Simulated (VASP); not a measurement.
RbSi2, 3 atoms in the cell. Symmetry: P-3m1, No. 164, trigonal system. The conventional cell has a = 3.904 Å, b = 3.904 Å, c = 5.884 Å, α = 90.00°, β = 90.00°, γ = 120.00°. Within 4.6 Å of Rb (site symmetry -3m) lie 12 Si at 3.47 to 3.95 Å and 6 Rb at 3.90 Å. Si (site symmetry 3m) has 3 Si at 2.33 Å within 3.1 Å.  This cell differs from its parent crystal: volume scaled by 0.94.

| Quantity | Value |
| --- | --- |
| Program | VASP 6.6.1 |
| Task | relaxation of shape and atoms at fixed volume |
| Functional | PBE |
| Potentials or basis | VASP PAW PBE potentials, release 64 (Rb_sv, Si) |
| Cutoff | 600 eV |
| k mesh | 12 × 12 × 8 |
| Occupations | gaussian, width 0.1 eV |
| Spin | no spin polarisation |
| Dipole correction | no |
| Further INCAR settings | ALGO = Normal; EDIFF = 1e-07; IBRION = 2; EDIFFG = -0.01; NSW = 50; ISIF = 4 |

Potentials or basis: VASP PAW PBE potentials, release 64 (Rb_sv, Si).

Run with:

```bash
$ cat potpaw_PBE.64/Rb_sv/POTCAR potpaw_PBE.64/Si/POTCAR > POTCAR
$ mpirun -np 1 vasp_std > vasp.out
```

Hardware: 1 thread of Intel Xeon 6975P-C, with other jobs on the host.

Q: Estimate the wall time of this run.

A: It took 3.3 min on 1 thread of Intel Xeon 6975P-C (shared host), peak memory 0.33 GiB. Counts: scf iterations 28, k points 131, ion steps 3.
